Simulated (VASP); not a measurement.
# BiH in VASP: further runs

The runs below take BiH through single point, with PBE.

Program: VASP 6.6.1. These are calculated values, not measurements. Logs are shortened: lines on timing, memory, paths and dates and some standing lists are left out, and cuts for length are marked.

### 1 The cell of the first run

The cell holds a sheet with vacuum, 2 atoms: a = 3.323 Å, b = 3.323 Å, c = 23.800 Å, α = 90.00°, β = 90.00°, γ = 90.01°.

### 2 Single point, PBE

INCAR reads:

```
SYSTEM = BiH
  PREC = Accurate
  ENCUT = 520
  EDIFF = 1E-6
  ISMEAR = 0
  SIGMA = 0.1
  LREAL = .False.
  LASPH = .True.
  NELM = 100
  ALGO = Normal
  ISIF = 2
  LWAVE = .False.
  LCHARG = .False.
  LDIPOL = .True.
  IDIPOL = 3
  DIPOL = 0.5 0.5 0.294
  GGA = PE
  NBANDS = 15
```

KPOINTS reads:

```
regular mesh
0
Gamma
  16 16 1
  0 0 0
```

POSCAR reads:

```
BiH
1.0
    3.2930630955      0.4483712365      0.0000000000
   -0.4490238853      3.2929741674      0.0000000000
    0.0000000000      0.0000000000     23.8000000000
Bi H
1 1
Direct
    0.0000000000      0.0000000000      0.2941176471
    0.5000000000      0.5000000000      0.2941176471
```

Potentials or basis: VASP PAW PBE potentials, release 64 (Bi_d, H).

Run with:

```sh
> cat potpaw_PBE.64/Bi_d/POTCAR potpaw_PBE.64/H/POTCAR > POTCAR
> mpirun -np 1 vasp_std > vasp.out
```

OUTCAR:

```text
SYSTEM = BiH
   PREC = Accurate
   ENCUT = 520
   EDIFF = 1E-6
   ISMEAR = 0
   LREAL = .False.
   LASPH = .True.
   NELM = 100
   ISIF = 2
   GGA = PE

 ion  position               nearest neighbor table
   1  0.000  0.000  0.294-   2 2.35   2 2.35   2 2.35   2 2.35
   2  0.500  0.500  0.294-   1 2.35   1 2.35   1 2.35   1 2.35

  LATTYP: Found a base centered orthorhombic cell.
 ALAT       =     4.6995983297
 B/A-ratio  =     1.0001982113
 C/A-ratio  =     5.0642625881

  Lattice vectors:

 A1 = (   3.2930630955,   0.4483712365,   0.0000000000)
 A2 = (  -0.4490238853,   3.2929741674,   0.0000000000)
 A3 = (   0.0000000000,   0.0000000000,  23.8000000000)

Analysis of symmetry for initial positions (statically):
=====================================================================
 Subroutine PRICEL returns:
 Original cell was already a primitive cell.

 Routine SETGRP: Setting up the symmetry group for a
 base centered orthorhombic supercell.

 Subroutine GETGRP returns: Found  8 space group operations
 (whereof  4 operations were pure point group operations)
 out of a pool of  8 trial point group operations.

The static configuration has the point symmetry C_2v.
 The point group associated with its full space group is D_2h.

Analysis of symmetry for dynamics (positions and initial velocities):
=====================================================================
 Subroutine PRICEL returns:
 Original cell was already a primitive cell.

 Routine SETGRP: Setting up the symmetry group for a
 base centered orthorhombic supercell.

 Subroutine GETGRP returns: Found  8 space group operations
 (whereof  4 operations were pure point group operations)
 out of a pool of  8 trial point group operations.

The dynamic configuration has the point symmetry C_2v.
 The point group associated with its full space group is D_2h.

 Subroutine INISYM returns: Found  8 space group operations
 (whereof  4 operations are pure point group operations),
 and found     1 'primitive' translations

----------------------------------------------------------------------------------------

                                     Primitive cell

  volume of cell :     262.8782

  direct lattice vectors                    reciprocal lattice vectors
     3.293063095  0.448371236  0.000000000     0.298133490  0.040652933  0.000000000
    -0.449023885  3.292974167  0.000000000    -0.040593845  0.298141541  0.000000000
     0.000000000  0.000000000 23.800000000     0.000000000  0.000000000  0.042016807

  length of vectors
     3.323447204  3.323447204 23.800000000     0.300892404  0.300892404  0.042016807

[... 101 lines left out ...]
  volume/ion in A,a.u.               =     131.44       886.99
  Fermi-wavevector in a.u.,A,eV,Ry     =   0.643967  1.216920  5.642240  0.414693
  Thomas-Fermi vector in A             =   1.711140
   LORBIT       =      0    0 simple, 1 ext, 2 COOP (PROOUT), +10 PAW based schemes
   GGA     = PE    functional components
   LHFCALC =     F    Hartree Fock is set to
   AEXX    =    0.0000 exact exchange contribution
   IVDW    =     0    specifies the selected vdW correction
   LEPSILON=     F    determine dielectric tensor
   LRPA    =     F    only Hartree local field effects (RPA)
 non-spin polarized calculation
 Gauss-broadening in eV      SIGMA  =   0.10
  energy-cutoff  :      520.00
  volume of cell :      262.88
 maximum number of plane-waves:      7144
 NGX is ok and might be reduce to    28
   NGX = 13   NGY = 13   NGZ = 89

 dipolmoment           0.000000      0.000000     -0.000002 electrons x Angstroem

 number of electron      16.0000003 magnetization

 dipolmoment           0.000000      0.000000      0.000002 electrons x Angstroem

 Free energy of the ion-electron system (eV)
  ---------------------------------------------------
  ext. energy  EPLUGINS =         0.00000000
  ---------------------------------------------------
  free energy    TOTEN  =        -5.73952332 eV

  energy without entropy =       -5.73512113  energy(sigma->0) =       -5.73732222

 E-fermi :  -3.1020     XC(G=0):  -1.9520

 val. band max:       -3.1360963630   @ k =   0.4375   0.1250   0.0000
 cond. band min:      -3.0048540690   @ k =   0.5000   0.1250   0.0000
 fundamental gap:      0.1312422940
 Fermi energy:        -3.1019556121

 k-point     1 :       0.0000    0.0000    0.0000
  band No.  band energies     occupation
      1     -26.1603      2.00000
      2     -25.9249      2.00000
      3     -25.8827      2.00000
      4     -25.8259      2.00000
      5     -25.8259      2.00000
      6     -15.7279      2.00000
      7      -5.2359      2.00000
      8      -2.7293      0.00000
      9       0.0967      0.00000
     10       0.0980      0.00000
     11       0.2591      0.00000
     12       1.3020      0.00000
     13       1.6196      0.00000
     14       2.3142      0.00000
[... 401 lines left out ...]
      2     -25.9183      2.00000
      3     -25.8884      2.00000
      4     -25.8287      2.00000
      5     -25.8284      2.00000
      6     -15.6272      2.00000
      7      -5.1319      2.00000
      8      -3.4571      2.00000
      9      -0.3945      0.00000
     10       0.2860      0.00000
     11       1.0198      0.00000
     12       1.4060      0.00000
     13       1.7294      0.00000
     14       2.4186      0.00000
     15       2.6094      0.00000

 [... further k-points ...]

------------------------ aborting loop because EDIFF is reached ----------------------------------------

 vacuum level on the upper side and lower side of the slab       (xc-potential included)        -0.007        -0.007

  FORCE on cell =-STRESS in cart. coord.  units (eV):
  Direction    XX          YY          ZZ          XY          YZ          ZX
  --------------------------------------------------------------------------------------
  -------------------------------------------------------------------------------------
  Total       -0.0213180     -0.0202918     -0.0254649      0.0018479      0.0000000      0.0000000
  in kB       -0.1299279     -0.1236736     -0.1552023      0.0112623      0.0000000      0.0000000
  external PRESSURE =      -0.1362679 kB  Pullay stress =       0.0000000 kB

 VOLUME and BASIS-vectors are now :
 -----------------------------------------------------------------------------
  energy-cutoff  :      520.00
  volume of cell :      262.88
      direct lattice vectors                 reciprocal lattice vectors
     3.293063095  0.448371236  0.000000000     0.298133490  0.040652933  0.000000000
    -0.449023885  3.292974167  0.000000000    -0.040593845  0.298141541  0.000000000
     0.000000000  0.000000000 23.800000000     0.000000000  0.000000000  0.042016807

 POSITION                                       TOTAL-FORCE (eV/Angst)
 -----------------------------------------------------------------------------------
      0.00000      0.00000      7.00000        -0.000000      0.000000      0.000000
      1.42202      1.87067      7.00000         0.000000      0.000000     -0.000000
 -----------------------------------------------------------------------------------
    total drift:                               -0.000000     -0.000000      0.000104

  FREE ENERGIE OF THE ION-ELECTRON SYSTEM (eV)
  ---------------------------------------------------
  free  energy   TOTEN  =        -5.7395233172 eV

  energy  without entropy=       -5.7351211314  energy(sigma->0) =       -5.73732222

 vacuum level on the upper side and lower side of the slab         1.543         1.543
```

Run time: 8.6 min. Hardware: 1 thread of AMD EPYC 7R43 (Zen 3), shared host; peak memory 0.5 GiB.

What came out:

```
Free energy            : -5.7395 eV
Band gap on the k mesh : zero (band 8 reaches -2.55 eV, above the bottom of band 9 at -5.69 eV)
```

Caveat: spin-orbit coupling is left out, which moves the levels of the heavy elements.

### 3 Single point, PBE

This run uses another cell than the first one, of 130.01 Å³/atom, 0.989 times its volume.

INCAR reads:

```
PREC = Accurate
ENCUT = 520
EDIFF = 1E-6
ISMEAR = 0
SIGMA = 0.1
LREAL = F
LASPH = T
NELM = 100
ALGO = Normal
ISIF = 2
LWAVE = F
LCHARG = F
LDIPOL = T
IDIPOL = 3
DIPOL = 0.5 0.5 0.294
GGA = PE
NBANDS = 15
```

KPOINTS reads:

```
Automatic mesh
0
Gamma
  16 16 1
```

POSCAR reads:

```
BiH
1.0
    3.2752256263      0.4451986128      0.0000000000
   -0.4473084862      3.2749381408      0.0000000000
    0.0000000000      0.0000000000     23.8000000000
Bi H
1 1
Direct
    0.0000000000      0.0000000000      0.2941176471
    0.5000000000      0.5000000000      0.2941176471
```

Potentials or basis: VASP PAW PBE potentials, release 64 (Bi_d, H).

Run with:

```sh
> cat potpaw_PBE.64/Bi_d/POTCAR potpaw_PBE.64/H/POTCAR > POTCAR
> mpirun -np 1 vasp_std > vasp.out
```

It took 9.1 min on 1 thread of AMD EPYC 7R43 (Zen 3), shared host; peak memory 0.5 GiB.

Results (log left out):

- Free energy: -5.7382 eV
- Band gap on the k mesh: zero (band 8 reaches -2.49 eV, above the bottom of band 9 at -5.71 eV)

Levels at points of the mesh, in eV from the Fermi level:
```
           k point  band 5  band 6  band 7  band 8  band 9  band 10  band 11  band 12
(0.00, 0.00, 0.00)  -22.73  -12.72   -2.19    0.42    3.25     3.26     3.34     4.39
(0.50, 0.00, 0.00)  -22.68  -10.44   -6.70   -0.11    4.21     4.47     5.42     6.57
(0.50, 0.50, 0.00)  -22.67   -8.63   -3.02   -2.64   -2.63     1.77     7.26     7.27
```

Caveat: spin-orbit coupling is left out, which moves the levels of the heavy elements.
